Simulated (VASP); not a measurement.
A run of VASP 6.6.1:

Contents of INCAR:

```
SYSTEM = Zn7Se8
ALGO = Normal ; EDIFF = 1E-7
ENCUT = 520 ; GGA = PE
ISIF = 2 ; ISMEAR = 0
LASPH = .TRUE. ; LCHARG = .FALSE.
LREAL = Auto ; LWAVE = .FALSE.
NBANDS = 79 ; NELECT = 134.0
NELM = 60 ; PREC = Accurate
SIGMA = 0.02
```

The input KPOINTS:

```
k-points
0
G
  2 2 2
  0 0 0
```

File POSCAR:

```
Zn7Se8
1.0
    0.0000000000      5.7317611763     -5.7317611763
    5.7317611763      5.7317611763      0.0000000000
    5.7317611763      0.0000000000     -5.7317611763
Zn Se
7 8
Direct
    0.4861447318      0.5138552374     -0.0138551656
    1.0138551348      0.5138552374     -0.0138551656
    1.0138551348     -0.0138551656     -0.0138551656
    0.4861447318      0.5138552374      0.5138552374
    0.4861447318     -0.0138551656      0.5138552374
    1.0000000565      0.4999999846      0.4999999846
    1.0138551348     -0.0138551656      0.5138552374
    0.3775403290      0.3741532374      0.3741532374
    0.3811359952      0.8811360670      0.3565918811
    0.8741531348      0.3741532374      0.3741532374
    0.8741531348      0.8775404008      0.3741532374
    0.3811359952      0.3565918811      0.8811360670
    0.3811359952      0.8811360670      0.8811360670
    0.8741531348      0.3741532374      0.8775404008
    0.8565917785      0.8811360670      0.8811360670
```

Potentials or basis: VASP PAW PBE potentials, release 64 (Zn, Se).

Run with:

```sh
$ cat potpaw_PBE.64/Zn/POTCAR potpaw_PBE.64/Se/POTCAR > POTCAR
$ mpirun -np 1 vasp_std > vasp.out
```

Hardware: 1 thread of Intel(R) Xeon(R) Platinum 8488C (Sapphire Rapids), on a shared host.

Q: How long does it take, and how much memory?

A: It took 3 min on 1 thread of Intel(R) Xeon(R) Platinum 8488C (Sapphire Rapids) (shared host), peak memory 0.49 GiB. Counts: scf iterations 17, k points 3.
